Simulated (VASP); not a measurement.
# W (Im-3m) in VASP: further runs

Runs on W. Level: LDA. Tasks: single point, relaxation of cell and atoms.

Everything below comes from runs of VASP 6.6.1. Logs are shortened: lines on timing, memory, paths and dates and some standing lists are left out, and cuts for length are marked.

## (1) The cell of the first run

It takes space group Im-3m (No. 229, cubic). The conventional cell has a = 3.135 Å, b = 3.135 Å, c = 3.135 Å, α = 90.00°, β = 90.00°, γ = 90.00°. Within 3.6 Å of W (site symmetry m-3m) lie 14 W at 2.71 to 3.13 Å.

## (2) Single point, LDA

INCAR

```
SYSTEM = W
ALGO = Normal
EDIFF = 1E-6
ENCUT = 520
ISIF = 2
ISMEAR = -1
LASPH = .True.
LCHARG = .True.
LELF = .True.
LREAL = .False.
LVHAR = .True.
LWAVE = .False.
NBANDS = 13
NELM = 80
PREC = Accurate
SIGMA = 0.08
```

KPOINTS

```
k-points
0
Gamma
  19 19 19
  0 0 0
```

POSCAR

```
W
1.0
   -1.5674160006      1.5674160006      1.5674160006
    1.5674160006     -1.5674160006      1.5674160006
    1.5674160006      1.5674160006     -1.5674160006
W
1
Direct
    0.0000000000      0.0000000000      0.0000000000
```

Potentials or basis: VASP PAW LDA potentials, release 64 (W_sv).

The run is started by

```sh
> cat potpaw_LDA.64/W_sv/POTCAR > POTCAR
> mpirun -np 1 vasp_std > vasp.out
```

OUTCAR:

```text
SYSTEM = W
   EDIFF = 1E-6
   ENCUT = 520
   ISIF = 2
   ISMEAR = -1
   LASPH = .True.
   LREAL = .False.
   NELM = 80
   PREC = Accurate

 ion  position               nearest neighbor table
   1  0.000  0.000  0.000-

  LATTYP: Found a body centered cubic cell.
 ALAT       =     3.1348320012

  Lattice vectors:

 A1 = (  -1.5674160006,   1.5674160006,   1.5674160006)
 A2 = (   1.5674160006,  -1.5674160006,   1.5674160006)
 A3 = (   1.5674160006,   1.5674160006,  -1.5674160006)

Analysis of symmetry for initial positions (statically):
=====================================================================
 Subroutine PRICEL returns:
 Original cell was already a primitive cell.

 Routine SETGRP: Setting up the symmetry group for a
 body centered cubic supercell.

 Subroutine GETGRP returns: Found 48 space group operations
 (whereof 48 operations were pure point group operations)
 out of a pool of 48 trial point group operations.

The static configuration has the point symmetry O_h .

Analysis of symmetry for dynamics (positions and initial velocities):
=====================================================================
 Subroutine PRICEL returns:
 Original cell was already a primitive cell.

 Routine SETGRP: Setting up the symmetry group for a
 body centered cubic supercell.

 Subroutine GETGRP returns: Found 48 space group operations
 (whereof 48 operations were pure point group operations)
 out of a pool of 48 trial point group operations.

The dynamic configuration has the point symmetry O_h .

 Subroutine INISYM returns: Found 48 space group operations
 (whereof 48 operations are pure point group operations),
 and found     1 'primitive' translations

----------------------------------------------------------------------------------------

                                     Primitive cell

  volume of cell :      15.4033

  direct lattice vectors                    reciprocal lattice vectors
    -1.567416001  1.567416001  1.567416001     0.000000000  0.318996361  0.318996361
     1.567416001 -1.567416001  1.567416001     0.318996361  0.000000000  0.318996361
     1.567416001  1.567416001 -1.567416001     0.318996361  0.318996361  0.000000000

  length of vectors
     2.714844150  2.714844150  2.714844150     0.451128980  0.451128980  0.451128980

  position of ions in fractional coordinates (direct lattice)
     0.000000000  0.000000000  0.000000000

  ion indices of the primitive-cell ions
   primitive index   ion index
                 1           1

----------------------------------------------------------------------------------------

 KPOINTS: k-points

Automatic generation of k-mesh.
 Grid dimensions read from file:
 generate k-points for:   19   19   19

 Generating k-lattice:

  Cartesian coordinates                     Fractional coordinates (reciprocal lattice)
     0.000000000  0.016789282  0.016789282     0.052631579  0.000000000  0.000000000
     0.016789282  0.000000000  0.016789282     0.000000000  0.052631579  0.000000000
     0.016789282  0.016789282  0.000000000     0.000000000  0.000000000  0.052631579

  Length of vectors
     0.023743631  0.023743631  0.023743631

  Shift w.r.t. Gamma in fractional coordinates (k-lattice)
     0.000000000  0.000000000  0.000000000

 Subroutine IBZKPT returns following result:
 ===========================================

 Found    220 irreducible k-points:

 Following reciprocal coordinates:
            Coordinates               Weight
  0.000000  0.000000  0.000000      1.000000
  0.052632  0.000000  0.000000     12.000000
  0.105263  0.000000  0.000000     12.000000
  0.157895  0.000000  0.000000     12.000000
  0.210526  0.000000  0.000000     12.000000
  0.263158  0.000000  0.000000     12.000000
[... 16 lines left out ...]
  0.263158  0.105263 -0.000000     48.000000
  0.315789  0.105263 -0.000000     48.000000
 [... further k-points ...]
   k-points           NKPTS =    220   k-points in BZ     NKDIM =    220   number of bands    NBANDS=     13
   number of dos      NEDOS =    301   number of ions     NIONS =      1
   total plane-waves  NPLWV =   8000
   dimension x,y,z NGX =    20 NGY =   20 NGZ =   20
   dimension x,y,z NGXF=    40 NGYF=   40 NGZF=   40
   ions per type =               1
   NGX,Y,Z   is equivalent  to a cutoff of  12.25, 12.25, 12.25 a.u.
   NGXF,Y,Z  is equivalent  to a cutoff of  24.49, 24.49, 24.49 a.u.
 SYSTEM =  W
   PREC   = accura    normal or accurate (medium, high low for compatibility)
   ISTART =      0    job   : 0-new  1-cont  2-samecut
   ICHARG =      2    charge: 1-file 2-atom 10-const
   ISPIN  =      1    spin polarized calculation?
   LNONCOLLINEAR =      F non collinear calculations
   LSORBIT =      F    spin-orbit coupling
   LASPH  =      T    aspherical Exc in radial PAW
   ENCUT  =  520.0 eV  38.22 Ry    6.18 a.u.   5.05  5.05  5.05*2*pi/ulx,y,z
   NELM   =     80;   NELMIN=  2; NELMDL= -5     # of ELM steps
   EDIFF  = 0.1E-05   stopping-criterion for ELM
   LREAL  =      F    real-space projection
[... 7 lines left out ...]
   TEBEG  =    0.0;   TEEND  =   0.0 temperature during run
   PSTRESS=    0.0 pullay stress
   NELECT =      14.0000    total number of electrons
   NUPDOWN=      -1.0000    fix difference up-down
   EMIN   =  10.00;   EMAX   =-10.00  energy-range for DOS
   EFERMI =   0.00;   METHOD = LEGACY
   ISMEAR =    -1;   SIGMA  =   0.08  broadening in eV -4-tet -1-fermi 0-gaus
   EFERMI_NEDOS =   21; number of points for ismear=-14 and -15
   IALGO  =     38    algorithm
   IMIX   =      4    mixing-type and parameters
     AMIX     =   0.40;   BMIX     =  1.00
     AMIX_MAG =   1.60;   BMIX_MAG =  1.00
  volume/ion in A,a.u.               =      15.40       103.95
  Fermi-wavevector in a.u.,A,eV,Ry     =   1.585793  2.996715 34.215119  2.514740
  Thomas-Fermi vector in A             =   2.685203
   LORBIT       =      0    0 simple, 1 ext, 2 COOP (PROOUT), +10 PAW based schemes
   GGA     = CA    functional components
   LHFCALC =     F    Hartree Fock is set to
   AEXX    =    0.0000 exact exchange contribution
   IVDW    =     0    specifies the selected vdW correction
   LEPSILON=     F    determine dielectric tensor
   LRPA    =     F    only Hartree local field effects (RPA)
 non-spin polarized calculation
  energy-cutoff  :      520.00
  volume of cell :       15.40
 maximum number of plane-waves:       427
   NGX =  9   NGY =  9   NGZ =  9

 number of electron      14.0000004 magnetization

 Free energy of the ion-electron system (eV)
  ---------------------------------------------------
  ext. energy  EPLUGINS =         0.00000000
  ---------------------------------------------------
  free energy    TOTEN  =       -14.11118344 eV

  energy without entropy =      -14.10300449  energy(sigma->0) =      -14.10709397

 E-fermi :  11.7295     XC(G=0): -13.9909

 val. band max:       11.7032629521   @ k =  -0.3158   0.3158   0.2105
 cond. band min:      11.7466676392   @ k =  -0.2105   0.3158   0.1053
 fundamental gap:      0.0434046871
 Fermi energy:        11.7294933789

 k-point     1 :       0.0000    0.0000    0.0000
  band No.  band energies     occupation
      1     -61.9684      2.00000
      2     -25.7305      2.00000
      3     -25.7305      2.00000
      4     -25.7305      2.00000
      5       2.0412      2.00000
      6      10.4331      2.00000
      7      10.4331      2.00000
      8      10.4331      2.00000
      9      13.9983      0.00000
     10      13.9983      0.00000
     11      26.3799      0.00000
     12      26.3799      0.00000
     13      26.3799      0.00000

 k-point     2 :       0.0526    0.0000    0.0000
  band No.  band energies     occupation
      1     -61.9643      2.00000
      2     -25.7731      2.00000
      3     -25.7437      2.00000
      4     -25.7308      2.00000
      5       2.1815      2.00000
      6      10.3474      2.00000
      7      10.4152      2.00000
      8      10.5681      2.00000
      9      13.8579      0.00000
     10      13.9987      0.00000
     11      26.5018      0.00000
     12      26.6163      0.00000
     13      26.7334      0.00000

 k-point     3 :       0.1053    0.0000    0.0000
  band No.  band energies     occupation
      1     -61.9520      2.00000
      2     -25.8949      2.00000
      3     -25.7815      2.00000
      4     -25.7315      2.00000
      5       2.5873      2.00000
      6      10.1092      2.00000
      7      10.3386      2.00000
      8      10.9695      1.99985
      9      13.5484      0.00000
     10      14.0065      0.00000
     11      26.8178      0.00000
     12      27.3055      0.00000
     13      27.6570      0.00000

 k-point     4 :       0.1579    0.0000    0.0000
  band No.  band energies     occupation
      1     -61.9331      2.00000
      2     -26.0795      2.00000
      3     -25.8395      2.00000
      4     -25.7326      2.00000
      5       3.2106      2.00000
      6       9.7649      2.00000
      7      10.1634      2.00000
      8      11.6250      1.57365
      9      13.2996      0.00000
     10      14.0375      0.00000
     11      27.1460      0.00000
     12      28.3972      0.00000
     13      28.7480      0.00000

 k-point     5 :       0.2105    0.0000    0.0000
  band No.  band energies     occupation
      1     -61.9095      2.00000
      2     -26.3035      2.00000
      3     -25.9108      2.00000
      4     -25.7340      2.00000
      5       3.9581      2.00000
      6       9.3704      2.00000
      7       9.9329      2.00000
      8      12.5131      0.00011
      9      13.2616      0.00000
     10      14.1089      0.00000
     11      27.1294      0.00000
     12      29.2196      0.00000
     13      29.8284      0.00000
[... 257 lines left out ...]
 k-point    22 :       0.2105    0.1053    0.0000
  band No.  band energies     occupation
      1     -61.8758      2.00000
      2     -26.5782      2.00000
      3     -25.9964      2.00000
      4     -25.7888      2.00000
      5       5.0326      2.00000
      6       8.9917      2.00000
      7       9.4491      2.00000
      8      13.0516      0.00000
      9      14.2012      0.00000
     10      14.5712      0.00000
     11      26.8107      0.00000
     12      28.4171      0.00000
     13      30.7974      0.00000

 k-point    23 :       0.2632    0.1053   -0.0000
  band No.  band energies     occupation
      1     -61.8520      2.00000
      2     -26.7716      2.00000
      3     -26.0831      2.00000
      4     -25.7928      2.00000
      5       5.5468      2.00000
      6       8.6594      2.00000
      7       9.6541      2.00000
      8      13.3202      0.00000
      9      14.7076      0.00000
     10      15.4816      0.00000
     11      25.6609      0.00000
     12      27.2801      0.00000
     13      31.9796      0.00000

 k-point    24 :       0.3158    0.1053   -0.0000
  band No.  band energies     occupation
      1     -61.8314      2.00000
      2     -26.9344      2.00000
      3     -26.1585      2.00000
      4     -25.7958      2.00000
      5       5.7410      2.00000
      6       8.4017      2.00000
      7      10.2635      2.00000
      8      13.6345      0.00000
      9      14.8459      0.00000
     10      16.7882      0.00000
     11      24.5807      0.00000
     12      25.8377      0.00000
     13      30.6851      0.00000

 [... further k-points ...]
[... 5 lines left out ...]
  --------------------------------------------------------------------------------------
  -------------------------------------------------------------------------------------
  Total        0.1893243      0.1893243      0.1893243      0.0000000      0.0000000      0.0000000
  in kB       19.6926450     19.6926450     19.6926450      0.0000000      0.0000000      0.0000000
  external PRESSURE =      19.6926450 kB  Pullay stress =       0.0000000 kB

 VOLUME and BASIS-vectors are now :
 -----------------------------------------------------------------------------
  energy-cutoff  :      520.00
  volume of cell :       15.40
      direct lattice vectors                 reciprocal lattice vectors
    -1.567416001  1.567416001  1.567416001     0.000000000  0.318996361  0.318996361
     1.567416001 -1.567416001  1.567416001     0.318996361  0.000000000  0.318996361
     1.567416001  1.567416001 -1.567416001     0.318996361  0.318996361  0.000000000

 POSITION                                       TOTAL-FORCE (eV/Angst)
 -----------------------------------------------------------------------------------
      0.00000      0.00000      0.00000         0.000000      0.000000      0.000000
 -----------------------------------------------------------------------------------
    total drift:                                0.000000     -0.000000      0.000000

  FREE ENERGIE OF THE ION-ELECTRON SYSTEM (eV)
  ---------------------------------------------------
  free  energy   TOTEN  =       -14.1111834394 eV

  energy  without entropy=      -14.1030044924  energy(sigma->0) =      -14.10709397
```

Run time: 24 s. Hardware: 1 thread of Intel Xeon Platinum 8488C (Sapphire Rapids), shared host; peak memory 0.15 GiB.

Results:

- Free energy: -14.1112 eV
- Pressure: 2.0 GPa
- Band gap on the k mesh: zero (band 7 reaches 16.75 eV, above the bottom of band 8 at 10.43 eV)

Caveat: spin-orbit coupling is left out, which moves the levels of the heavy elements.

## (3) Single point, LDA

This run uses another cell than the first one: it holds 2 atoms, not 1.

INCAR

```
SYSTEM = W
PREC = Accurate
ENCUT = 520
EDIFF = 1E-6
ISMEAR = -1
SIGMA = 0.08
LREAL = .FALSE.
LASPH = .TRUE.
NELM = 100
ALGO = Normal
ISIF = 2
LWAVE = .FALSE.
LCHARG = .FALSE.
NBANDS = 21
```

KPOINTS

```
Automatic mesh
0
G
  13 13 13
  0 0 0
```

POSCAR

```
W
1.0
    3.1348320012      0.0000000000      0.0000000000
    0.0000000000      3.1348320012      0.0000000000
    0.0000000000      0.0000000000      3.1348320012
W
2
Direct
    0.0000000000      0.0000000000      0.0000000000
    0.5000000000      0.5000000000      0.5000000000
```

Potentials or basis: VASP PAW LDA potentials, release 64 (W_sv).

The run is started by

```sh
> cat potpaw_LDA.64/W_sv/POTCAR > POTCAR
> mpirun -np 1 vasp_std > vasp.out
```

Wall time 23 s (1 thread of Intel Xeon Platinum 8488C (Sapphire Rapids), shared host); peak memory 0.15 GiB.

Results (log left out):

| Property | Result |
| --- | --- |
| Free energy | -28.2220 eV |
| Pressure | 2.2 GPa |
| Band gap on the k mesh | zero (band 14 reaches 12.42 eV, above the bottom of band 15 at 11.29 eV) |

Levels at points of the mesh, in eV from the Fermi level:
```tsv
k point	band 10	band 11	band 12	band 13	band 14	band 15	band 16	band 17	band 18	band 19
(0.00, 0.00, 0.00)	-6.08	-6.08	-1.31	-1.31	-1.31	2.26	2.26	5.36	5.36	5.36
```

Caveat: spin-orbit coupling is left out, which moves the levels of the heavy elements.

## (4) Relaxation of cell and atoms, LDA

INCAR

```
SYSTEM = W
PREC = Accurate
ENCUT = 600
EDIFF = 1E-6
ISMEAR = -1
SIGMA = 0.08
LREAL = .False.
LASPH = .True.
NELM = 100
ALGO = Normal
ISIF = 3
LWAVE = .False.
LCHARG = .False.
IBRION = 2
NSW = 60
EDIFFG = -0.005
```

KPOINTS

```
Automatic mesh
0
Gamma
  19 19 19
  0 0 0
```

POSCAR

```
W
1.0
   -1.5676782863      1.5676782863      1.5676782863
    1.5676782863     -1.5676782863      1.5676782863
    1.5676782863      1.5676782863     -1.5676782863
W
1
Direct
    0.0000000000      0.0000000000      0.0000000000
```

The run is started by

```sh
> cat potpaw_LDA.64/W_sv/POTCAR > POTCAR
> mpirun -np 1 vasp_std > vasp.out
```

It took 44 s on 1 thread of Intel Xeon Platinum 8488C (Sapphire Rapids), shared host; peak memory 0.18 GiB.

It converged, with:

```yaml
Free_energy: -14.1119 eV
Relaxed_volume: 15.50 Å³/atom
Relaxed_cell: a = 2.720 Å, b = 2.720 Å, c = 2.720 Å, α = 109.47°, β = 109.47°, γ = 109.47°
Space_group_after_relaxing_to_0.05_Å: Im-3m (No. 229)
Energy_gained_by_relaxing: 0.5 meV/atom
Ionic_steps: 3
Pressure_after_relaxing: 0.0 GPa
Band_gap_on_the_k_mesh: zero (band 7 reaches 16.62 eV, above the bottom of band 8 at 10.35 eV)
```

The path:
```csv
step,energy change (eV),largest force (eV/Å),pressure (GPa),volume (Å³)
1,0.0000,0.0000,1.85,15.41
2,0.0061,0.0000,-6.49,15.81
3,-0.0005,0.0000,-0.04,15.50
```

Final structure:
```xyz
1
Lattice="-1.5705 1.5705 1.5705 1.5705 -1.5705 1.5705 1.5705 1.5705 -1.5705" Properties=species:S:1:pos:R:3 pbc="T T T"
W     0.0000    0.0000    0.0000
```

Levels at points of the mesh, in eV from the Fermi level:
| k point | band 4 | band 5 | band 6 | band 7 | band 8 | band 9 | band 10 | band 11 |
| --- | --- | --- | --- | --- | --- | --- | --- | --- |
| (0.00, 0.00, 0.00) | -37.48 | -9.65 | -1.28 | -1.28 | -1.28 | 2.26 | 2.26 | 14.64 |

Caveat: spin-orbit coupling is left out, which moves the levels of the heavy elements.

## (5) Overview

```csv
task,cell,k mesh,cutoff (eV),gap on the mesh (eV),pressure (GPa)
single point,"a = 2.715 Å, angles 109.5°, 1 atom",19 × 19 × 19,520,none,2.0
single point,"a = 3.135 Å, 2 atoms",13 × 13 × 13,520,none,2.2
relaxation of cell and atoms,"relaxed from a = 2.715 Å, angles 109.5°, 1 atom",19 × 19 × 19,600,none,0.0
```

Alike in all rows: level LDA; potentials or basis VASP PAW LDA potentials, release 64 (W_sv); no spin polarisation; smearing fermi-dirac 0.08 eV.

Caveats: spin-orbit coupling is left out, which moves the levels of the heavy elements.

Total energies depend on the potentials used, so only differences within one code and one set of settings carry meaning.
